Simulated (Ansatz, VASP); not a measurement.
# Two plane-wave programs on CaS

File POSCAR:

```
CaS
1.0
    0.0000000000      2.8523742917      2.8523742917
    2.8523742917      0.0000000000      2.8523742917
    2.8523742917      2.8523742917      0.0000000000
Ca S
1 1
Direct
    0.0000000000      0.0000000000      0.0000000000
    0.5000000000      0.5000000000      0.5000000000
```

Contents of INCAR.step1:

```
SYSTEM = CaS
PREC     = Accurate       ! precision mode
ENCUT    = 550            ! plane-wave cutoff, eV
ISMEAR   = 0              ! smearing method
SIGMA    = 0.1            ! smearing width, eV
LREAL    = .FALSE.        ! projectors in reciprocal space
LASPH    = .TRUE.         ! aspherical terms in the spheres
NELM     = 120            ! most SCF steps
NBANDS   = 15             ! bands
GGA      = PE             ! functional
ALGO     = Normal         ! electronic algorithm
EDIFF    = 1E-5           ! SCF threshold, eV
LWAVE    = .TRUE.         ! write WAVECAR
LCHARG   = .FALSE.        ! write CHGCAR
GGA_COMPAT= .FALSE.
```

INCAR.step2

```
SYSTEM = CaS
PREC     = Accurate       ! precision mode
ENCUT    = 550            ! plane-wave cutoff, eV
EDIFF    = 1E-6           ! SCF threshold, eV
ISMEAR   = 0              ! smearing method
SIGMA    = 0.1            ! smearing width, eV
LREAL    = .FALSE.        ! projectors in reciprocal space
LASPH    = .TRUE.         ! aspherical terms in the spheres
NELM     = 120            ! most SCF steps
ALGO     = Normal         ! electronic algorithm
ISIF     = 2              ! what is computed and relaxed
LWAVE    = .FALSE.        ! write WAVECAR
LCHARG   = .TRUE.         ! write CHGCAR
METAGGA  = R2SCAN         ! meta-GGA
LMIXTAU  = .TRUE.       
LELF     = .TRUE.         ! ELF
LVHAR    = .TRUE.       
NBANDS   = 15             ! bands
ISTART   = 1            
GGA_COMPAT= .FALSE.
```

KPOINTS

```
regular mesh
0
G
  2 2 2
  0 0 0
```

Input for Ansatz:

```yaml
crystal:
  lattice:
    - [0.0, 2.8523742917, 2.8523742917]
    - [2.8523742917, 0.0, 2.8523742917]
    - [2.8523742917, 2.8523742917, 0.0]
  atoms:
    - { symbol: Ca, position: [0.0, 0.0, 0.0] }
    - { symbol: S, position: [0.5, 0.5, 0.5] }
basis:
  ecutwfc: 500
kpoints:
  mp_grid: { grid: [2, 2, 2] }
  band_path: { path: [[0, 0, 0], [0.5, 0, 0], [0.5, 0.5, 0.5]], npoints: 4 }
hamiltonian:
  xc: r2scan
scf:
  occupations: { method: gaussian, width: 0.1 }
  mixing: { algorithm: anderson, beta: 0.13 }
  initial_density: { chi_scale: 0, normalization: atom }
  max_iter: 80
  convergence: { dr2_threshold: "1e-6 eV" }
output:
  forces: true
  stress: true
  eigenvalues: true
```

Alike in both runs: task single point; functional r2SCAN; k mesh 2 × 2 × 2; occupations gaussian, width 0.1 eV; no spin polarisation.

|  | VASP | Ansatz |
| --- | --- | --- |
| version | VASP 6.6.1 | Ansatz 0.2.0 |
| potentials or method | VASP PAW PBE potentials, release 64 (Ca_sv, S), cutoff 550 eV | scalar-relativistic, plane waves, PAW |
| valence electrons in the cell | 16 | 16 |

VASP gave:

* gap on the k mesh at the Fermi level (eV): 2.61
* least direct gap on the mesh (eV): 3.46
* pressure (GPa): 3.0

**Question.** Estimate Ansatz's values.

**Answer.** gap on the k mesh at the Fermi level (eV): 2.61; least direct gap on the mesh (eV): 3.46; pressure (GPa): 2.6.

VASP's potentials were made for PBE, not for r2SCAN. Ansatz's warnings: force scf threshold loose, stress scf threshold loose.

The k mesh is coarse, so the values compare programs but aren't converged.
